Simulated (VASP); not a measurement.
Input of a VASP 6.6.1 run:

File INCAR:

```
ALGO = Normal ; EDIFF = 1E-7
ENCUT = 520 ; GGA = PE
ISIF = 2 ; ISMEAR = -1
LASPH = True ; LCHARG = False
LREAL = False ; LWAVE = False
NBANDS = 74 ; NELM = 80
PREC = Accurate ; SIGMA = 0.0913
```

The input KPOINTS:

```
k-points
0
Gamma
  4 4 13
```

POSCAR

```
Li2Cu5
1.0
    8.4554445800      0.0000000000      0.0000000000
    0.0000000000      8.4554445800      0.0000000000
    0.0000000000      0.0000000000      2.5718573700
Cu Li
10 4
Direct
    0.2954000000      0.4324000000      0.0000000000
    0.5676000000      0.2954000000      0.0000000000
    0.7046000000      0.5676000000      0.0000000000
    0.4324000000      0.7046000000      0.0000000000
    0.7954000000      0.0676000000      0.0000000000
    0.0676000000      0.2046000000      0.0000000000
    0.2046000000      0.9324000000      0.0000000000
    0.9324000000      0.7954000000      0.0000000000
    0.0000000000      0.5000000000      0.0000000000
    0.5000000000      0.0000000000      0.0000000000
    0.1720000000      0.6720000000      0.5000000000
    0.3280000000      0.1720000000      0.5000000000
    0.8280000000      0.3280000000      0.5000000000
    0.6720000000      0.8280000000      0.5000000000
```

Potentials or basis: VASP PAW PBE potentials, release 64 (Cu, Li_sv).

Run with:

```console
$ cat potpaw_PBE.64/Cu/POTCAR potpaw_PBE.64/Li_sv/POTCAR > POTCAR
$ mpirun -np 1 vasp_std > vasp.out
```

Question: Estimate the band gap on the k mesh.

Answer: Zero (band 61 reaches 6.28 eV, above the bottom of band 62 at 3.51 eV).

Question: Estimate the largest force.

Answer: 0.283 eV/Å.

Forces in eV/Å, atoms in the order of the input:
```
Cu  -0.018  0.078  0.000
Cu  -0.078 -0.018  0.000
Cu   0.018 -0.078  0.000
Cu   0.078  0.018  0.000
Cu  -0.018 -0.078  0.000
Cu  -0.078  0.018  0.000
Cu   0.018  0.078  0.000
Cu   0.078 -0.018  0.000
Cu   0.000  0.000  0.000
Cu   0.000  0.000  0.000
Li   0.200  0.200  0.000
Li  -0.200  0.200  0.000
Li  -0.200 -0.200  0.000
Li   0.200 -0.200  0.000
```
